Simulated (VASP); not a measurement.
A run of VASP 6.6.1:

The input INCAR:

```
SYSTEM = GaC3
PREC     = Accurate       ! precision mode
ENCUT    = 520            ! plane-wave cutoff, eV
EDIFF    = 1E-6           ! SCF threshold, eV
ISMEAR   = -1             ! smearing method
SIGMA    = 0.15           ! smearing width, eV
LREAL    = .FALSE.        ! projectors in reciprocal space
LASPH    = .TRUE.         ! aspherical terms in the spheres
NELM     = 80             ! most SCF steps
ALGO     = Normal         ! electronic algorithm
ISIF     = 2              ! what is computed and relaxed
LWAVE    = .FALSE.        ! write WAVECAR
LCHARG   = .FALSE.        ! write CHGCAR
GGA      = PE             ! functional
NBANDS   = 20             ! bands
```

File KPOINTS:

```
regular mesh
0
G
  5 5 5
  0 0 0
```

Contents of POSCAR:

```
GaC3
1.0
    3.1920421270      0.0041231052      0.0384157595
    0.0041231052      3.3227934788     -0.0124990985
    0.0384157595     -0.0124990985      3.2681648312
Ga C
1 3
Direct
    0.9882600000      0.0068400000      0.0279200000
    0.0166200000      0.4955100000      0.5081400000
    0.5025100000      0.9911900000      0.5325000000
    0.5101400000      0.4944500000      0.9800900000
```

Potentials or basis: VASP PAW PBE potentials, release 64 (Ga_d, C).

The run is started by

```sh
$ cat potpaw_PBE.64/Ga_d/POTCAR potpaw_PBE.64/C/POTCAR > POTCAR
$ mpirun -np 1 vasp_std > vasp.out
```

Hardware: 1 thread of Intel Xeon 6975P-C, with other jobs on the host.

Task: How long does it take, and how much memory?

Result: Wall time 26 s on 1 thread of Intel Xeon 6975P-C, on a shared host, peak memory 0.17 GiB. Counts: scf iterations 13, k points 63.
